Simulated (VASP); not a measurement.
# NaCl (Pm-3m) in VASP: further runs

Runs on NaCl. Level: PBEsol. Tasks: electric field gradients.

Everything below comes from runs of VASP 6.6.1. Logs are shortened: lines on timing, memory, paths and dates and some standing lists are left out, and cuts for length are marked.

### 1 The cell of the first run

The structure is cubic, space group Pm-3m (No. 221). Conventional cell: a = 2.802 Å, b = 2.802 Å, c = 2.802 Å, α = 90.00°, β = 90.00°, γ = 90.00°. Na (site symmetry m-3m) has 8 Cl at 2.43 Å and 6 Na at 2.80 Å within 3.2 Å. Cl (site symmetry m-3m) has 8 Na at 2.43 Å and 6 Cl at 2.80 Å within 3.2 Å.

### 2 Electric field gradients, PBEsol (volume scaled by 0.9405)

Contents of INCAR:

```
  PREC = Accurate
  ENCUT = 400
  EDIFF = 1E-8
  ISMEAR = -1
  SIGMA = 0.02
  LREAL = False
  LASPH = True
  NELM = 120
  ALGO = Normal
  ISIF = 2
  LWAVE = False
  LCHARG = False
  GGA = PS
  LEFG = True
  NBANDS = 14
  GGA_COMPAT = False
```

Contents of KPOINTS:

```
regular mesh
0
Gamma
  8 8 8
```

Contents of POSCAR:

```
NaCl
1.0
    2.8021129234      0.0000000000      0.0000000000
    0.0000000000      2.8021129234      0.0000000000
    0.0000000000      0.0000000000      2.8021129234
Na Cl
1 1
Direct
    0.0000000000      0.0000000000      0.0000000000
    0.5000000000      0.5000000000      0.5000000000
```

Potentials or basis: VASP PAW PBE potentials, release 64 (Na_pv, Cl).

The run is started by

```bash
cat potpaw_PBE.64/Na_pv/POTCAR potpaw_PBE.64/Cl/POTCAR > POTCAR
mpirun -np 1 vasp_std > vasp.out
```

OUTCAR:

```text
PREC = Accurate
   ENCUT = 400
   EDIFF = 1E-8
   ISMEAR = -1
   LREAL = False
   LASPH = True
   NELM = 120
   ISIF = 2
   GGA = PS

 ion  position               nearest neighbor table
   1  0.000  0.000  0.000-   2 2.43   2 2.43   2 2.43   2 2.43   2 2.43   2 2.43   2 2.43   2 2.43

   2  0.500  0.500  0.500-   1 2.43   1 2.43   1 2.43   1 2.43   1 2.43   1 2.43   1 2.43   1 2.43

  LATTYP: Found a simple cubic cell.
 ALAT       =     2.8021129234

  Lattice vectors:

 A1 = (   2.8021129234,   0.0000000000,   0.0000000000)
 A2 = (   0.0000000000,   2.8021129234,   0.0000000000)
 A3 = (   0.0000000000,   0.0000000000,   2.8021129234)

Analysis of symmetry for initial positions (statically):
=====================================================================
 Subroutine PRICEL returns:
 Original cell was already a primitive cell.

 Routine SETGRP: Setting up the symmetry group for a
 simple cubic supercell.

 Subroutine GETGRP returns: Found 48 space group operations
 (whereof 48 operations were pure point group operations)
 out of a pool of 48 trial point group operations.

The static configuration has the point symmetry O_h .

Analysis of symmetry for dynamics (positions and initial velocities):
=====================================================================
 Subroutine PRICEL returns:
 Original cell was already a primitive cell.

 Routine SETGRP: Setting up the symmetry group for a
 simple cubic supercell.

 Subroutine GETGRP returns: Found 48 space group operations
 (whereof 48 operations were pure point group operations)
 out of a pool of 48 trial point group operations.

The dynamic configuration has the point symmetry O_h .

 Subroutine INISYM returns: Found 48 space group operations
 (whereof 48 operations are pure point group operations),
 and found     1 'primitive' translations

----------------------------------------------------------------------------------------

                                     Primitive cell

  volume of cell :      22.0017

  direct lattice vectors                    reciprocal lattice vectors
     2.802112923  0.000000000  0.000000000     0.356873555  0.000000000  0.000000000
[... 135 lines left out ...]
 val. band max:        7.7100317534   @ k =   0.5000   0.5000   0.0000
 cond. band min:      11.6451633020   @ k =   0.5000   0.5000   0.0000
 fundamental gap:      3.9351315486
 Fermi energy:         8.1785315790

 k-point     1 :       0.0000    0.0000    0.0000
  band No.  band energies     occupation
      1     -15.1319      2.00000
      2     -15.1319      2.00000
      3     -15.1319      2.00000
      4      -9.8783      2.00000
      5       6.3148      2.00000
      6       6.3148      2.00000
      7       6.3148      2.00000
      8      13.8319      0.00000
      9      13.8319      0.00000
     10      15.4618      0.00000
     11      25.7075      0.00000
     12      25.7075      0.00000
     13      25.7075      0.00000
     14      30.8301      0.00000
[... 377 lines left out ...]
      1     -15.4731      2.00000
      2     -15.3898      2.00000
      3     -15.1022      2.00000
      4      -7.1441      2.00000
      5       1.6534      2.00000
      6       2.5178      2.00000
      7       6.5531      2.00000
      8      12.6502      0.00000
      9      18.1835      0.00000
     10      18.7783      0.00000
     11      19.7702      0.00000
     12      25.3341      0.00000
     13      25.7852      0.00000
     14      29.6861      0.00000

 [... further k-points ...]

------------------------ aborting loop because EDIFF is reached ----------------------------------------

  FORCE on cell =-STRESS in cart. coord.  units (eV):
  Direction    XX          YY          ZZ          XY          YZ          ZX
  --------------------------------------------------------------------------------------
  -------------------------------------------------------------------------------------
  Total       10.4982001     10.4982001     10.4982001      0.0000000      0.0000000      0.0000000
  in kB      764.4842247    764.4842247    764.4842247      0.0000000      0.0000000      0.0000000
  external PRESSURE =     764.4842247 kB  Pullay stress =       0.0000000 kB

 VOLUME and BASIS-vectors are now :
 -----------------------------------------------------------------------------
  energy-cutoff  :      400.00
  volume of cell :       22.00
      direct lattice vectors                 reciprocal lattice vectors
     2.802112923  0.000000000  0.000000000     0.356873555  0.000000000  0.000000000
     0.000000000  2.802112923  0.000000000     0.000000000  0.356873555  0.000000000
     0.000000000  0.000000000  2.802112923     0.000000000  0.000000000  0.356873555

 POSITION                                       TOTAL-FORCE (eV/Angst)
 -----------------------------------------------------------------------------------
      0.00000      0.00000      0.00000         0.000000      0.000000      0.000000
      1.40106      1.40106      1.40106         0.000000      0.000000      0.000000
 -----------------------------------------------------------------------------------
    total drift:                               -0.000000     -0.000000      0.000000

  FREE ENERGIE OF THE ION-ELECTRON SYSTEM (eV)
  ---------------------------------------------------
  free  energy   TOTEN  =        -4.1848119217 eV

  energy  without entropy=       -4.1848119217  energy(sigma->0) =       -4.18481192

 Electric field gradients (V/A^2)
---------------------------------------------------------------------
 ion       V_xx      V_yy      V_zz      V_xy      V_xz      V_yz
---------------------------------------------------------------------
   1       0.000    -0.000    -0.000    -0.000     0.000    -0.000
   2      -0.000    -0.000    -0.000     0.000     0.000    -0.000
---------------------------------------------------------------------

 Electric field gradients after diagonalization (V/A^2)
 (convention: |V_zz| > |V_xx| > |V_yy|)
----------------------------------------------------------------------
 ion       V_xx      V_yy      V_zz     asymmetry (V_yy - V_xx)/ V_zz
----------------------------------------------------------------------
   1      -0.000     0.000    -0.000      -0.922
   2      -0.000    -0.000    -0.000      -0.361
----------------------------------------------------------------------

           NMR quadrupolar parameters

 Cq : quadrupolar parameter    Cq=e*Q*V_zz/h
 eta: asymmetry parameters     (V_yy - V_xx)/ V_zz
 Q  : nuclear electric quadrupole moment in mb (millibarn)
----------------------------------------------------------------------
 ion       Cq(MHz)       eta       Q (mb)
----------------------------------------------------------------------
   1      -0.000      -0.922       1.000
   2      -0.000      -0.361       1.000
----------------------------------------------------------------------
```

stdout:

```text
POSCAR found type information on POSCAR NaCl
 POSCAR found :  2 types and       2 ions
 scaLAPACK will be used
 -----------------------------------------------------------------------------
|                                                                             |
|                                                                             |
|     You enforced a specific xc type in the INCAR file but a different       |
|     I HOPE YOU KNOW WHAT YOU ARE DOING!                                     |
|                                                                             |
 -----------------------------------------------------------------------------

 LDA part: xc-table for (Slater+PW92), standard interpolation
 POSCAR, INCAR and KPOINTS ok, starting setup
 FFT: planning ... GRIDC
 FFT: planning ... GRID_SOFT
 FFT: planning ... GRID
 WAVECAR not read
 entering main loop
ion   1

ion   2
```

It took 3.4 s on 1 thread of Intel Xeon 6975P-C (Granite Rapids), shared host; peak memory 0.11 GiB.

Results:

```yaml
Free_energy: -4.1848 eV
Pressure: 76.4 GPa
Band_gap_on_the_k_mesh: 3.94 eV, direct
```

Levels at points of the mesh, in eV from the valence-band top:
```
           k point  band 5  band 6  band 7  band 8  band 9  band 10
(0.00, 0.00, 0.00)   -1.40   -1.40   -1.40    6.12    6.12     7.75
(0.50, 0.00, 0.00)   -7.58   -0.89   -0.89    8.89    9.37    12.68
(0.50, 0.50, 0.00)   -5.85   -5.85    0.00    3.94   10.64    12.63
(0.50, 0.50, 0.50)   -5.30   -5.30   -5.30    5.95    5.95     5.95
```

Caveat: without QUAD_EFG the Cq values of the log hold for a quadrupole moment of 1 mb, not for the nuclei; the PAW data sets were made with another functional, which shifts forces and pressure a little. A k mesh can miss the band edges.

### 3 Electric field gradients, PBEsol (volume scaled by 0.97)

Contents of INCAR:

```
SYSTEM = NaCl
PREC = Accurate
ENCUT = 400
EDIFF = 1E-8
ISMEAR = -1
SIGMA = 0.02
LREAL = .False.
LASPH = .True.
NELM = 120
ALGO = Normal
ISIF = 2
LWAVE = .False.
LCHARG = .False.
GGA = PS
LEFG = .True.
NBANDS = 14
GGA_COMPAT = .False.
```

Contents of KPOINTS:

```
Automatic mesh
0
Gamma
  8 8 8
  0 0 0
```

Contents of POSCAR:

```
NaCl
1.0
    2.8311091358      0.0000000000      0.0000000000
    0.0000000000      2.8311091358      0.0000000000
    0.0000000000      0.0000000000      2.8311091358
Na Cl
1 1
Direct
    0.0000000000      0.0000000000      0.0000000000
    0.5000000000      0.5000000000      0.5000000000
```

Potentials or basis: VASP PAW PBE potentials, release 64 (Na_pv, Cl).

The run is started by

```bash
cat potpaw_PBE.64/Na_pv/POTCAR potpaw_PBE.64/Cl/POTCAR > POTCAR
mpirun -np 1 vasp_std > vasp.out
```

OUTCAR:

```text
SYSTEM = NaCl
   PREC = Accurate
   ENCUT = 400
   EDIFF = 1E-8
   ISMEAR = -1
   LREAL = .False.
   LASPH = .True.
   NELM = 120
   ISIF = 2
   GGA = PS

 ion  position               nearest neighbor table
   1  0.000  0.000  0.000-   2 2.45   2 2.45   2 2.45   2 2.45   2 2.45   2 2.45   2 2.45   2 2.45

   2  0.500  0.500  0.500-   1 2.45   1 2.45   1 2.45   1 2.45   1 2.45   1 2.45   1 2.45   1 2.45

  LATTYP: Found a simple cubic cell.
 ALAT       =     2.8311091358

  Lattice vectors:

 A1 = (   2.8311091358,   0.0000000000,   0.0000000000)
[... 621 lines left out ...]
  free  energy   TOTEN  =        -4.4968618351 eV

  energy  without entropy=       -4.4968618351  energy(sigma->0) =       -4.49686184

 Electric field gradients (V/A^2)
---------------------------------------------------------------------
 ion       V_xx      V_yy      V_zz      V_xy      V_xz      V_yz
---------------------------------------------------------------------
   1      -0.000    -0.000     0.000    -0.000     0.000     0.000
   2      -0.000     0.000     0.000     0.000    -0.000     0.000
---------------------------------------------------------------------

 Electric field gradients after diagonalization (V/A^2)
 (convention: |V_zz| > |V_xx| > |V_yy|)
----------------------------------------------------------------------
 ion       V_xx      V_yy      V_zz     asymmetry (V_yy - V_xx)/ V_zz
----------------------------------------------------------------------
   1      -0.000    -0.000     0.000       0.482
   2       0.000    -0.000     0.000      -0.729
----------------------------------------------------------------------

           NMR quadrupolar parameters

 Cq : quadrupolar parameter    Cq=e*Q*V_zz/h
 eta: asymmetry parameters     (V_yy - V_xx)/ V_zz
 Q  : nuclear electric quadrupole moment in mb (millibarn)
----------------------------------------------------------------------
 ion       Cq(MHz)       eta       Q (mb)
----------------------------------------------------------------------
   1       0.000       0.482       1.000
   2       0.000      -0.729       1.000
----------------------------------------------------------------------
```

OSZICAR:

```text
N       E                     dE             d eps       ncg     rms          rms(c)
DAV:   1     0.877619939363E+02    0.87762E+02   -0.62469E+03  1014   0.104E+03
DAV:   2    -0.869205246720E+00   -0.88631E+02   -0.80695E+02  1132   0.269E+02
DAV:   3    -0.475992100614E+01   -0.38907E+01   -0.38762E+01  1268   0.535E+01
DAV:   4    -0.479622841647E+01   -0.36307E-01   -0.36301E-01  1124   0.550E+00
DAV:   5    -0.479672926683E+01   -0.50085E-03   -0.50084E-03  1268   0.650E-01    0.636E+00
DAV:   6    -0.455037403785E+01    0.24636E+00   -0.20683E-01  1390   0.691E+00    0.411E+00
DAV:   7    -0.449910848421E+01    0.51266E-01   -0.11620E-01  1450   0.415E+00    0.171E+00
DAV:   8    -0.449697521910E+01    0.21333E-02   -0.94624E-03  1148   0.116E+00    0.240E-01
DAV:   9    -0.449685803808E+01    0.11718E-03   -0.28438E-04  1300   0.315E-01    0.446E-02
DAV:  10    -0.449686123595E+01   -0.31979E-05   -0.24293E-05  1294   0.102E-01    0.798E-03
DAV:  11    -0.449686171266E+01   -0.47671E-06   -0.45783E-06  1208   0.264E-02    0.627E-03
DAV:  12    -0.449686181483E+01   -0.10217E-06   -0.23772E-07  1190   0.457E-03    0.139E-03
DAV:  13    -0.449686185600E+01   -0.41174E-07   -0.28048E-08  1196   0.110E-03    0.874E-04
DAV:  14    -0.449686183722E+01    0.18785E-07   -0.98025E-10   772   0.261E-04    0.101E-04
DAV:  15    -0.449686183511E+01    0.21112E-08   -0.12917E-10   706   0.100E-04
   1 F= -.44968618E+01 E0= -.44968618E+01  d E =-.116351E-11
```

stdout:

```text
POSCAR found type information on POSCAR NaCl
 POSCAR found :  2 types and       2 ions
 scaLAPACK will be used
 -----------------------------------------------------------------------------
|                                                                             |
|                                                                             |
|     You enforced a specific xc type in the INCAR file but a different       |
|     I HOPE YOU KNOW WHAT YOU ARE DOING!                                     |
|                                                                             |
 -----------------------------------------------------------------------------

 LDA part: xc-table for (Slater+PW92), standard interpolation
 POSCAR, INCAR and KPOINTS ok, starting setup
 FFT: planning ... GRIDC
 FFT: planning ... GRID_SOFT
 FFT: planning ... GRID
 WAVECAR not read
 entering main loop
ion   1

ion   2
```

It took 3.5 s on 1 thread of Intel Xeon 6975P-C (Granite Rapids), shared host; peak memory 0.11 GiB.

Results:

- Free energy: -4.4969 eV
- Pressure: 67.6 GPa
- Band gap on the k mesh: 4.07 eV, direct

Caveat: without QUAD_EFG the Cq values of the log hold for a quadrupole moment of 1 mb, not for the nuclei; the PAW data sets were made with another functional, which shifts forces and pressure a little. A k mesh can miss the band edges.

[end of part 1 of 2]
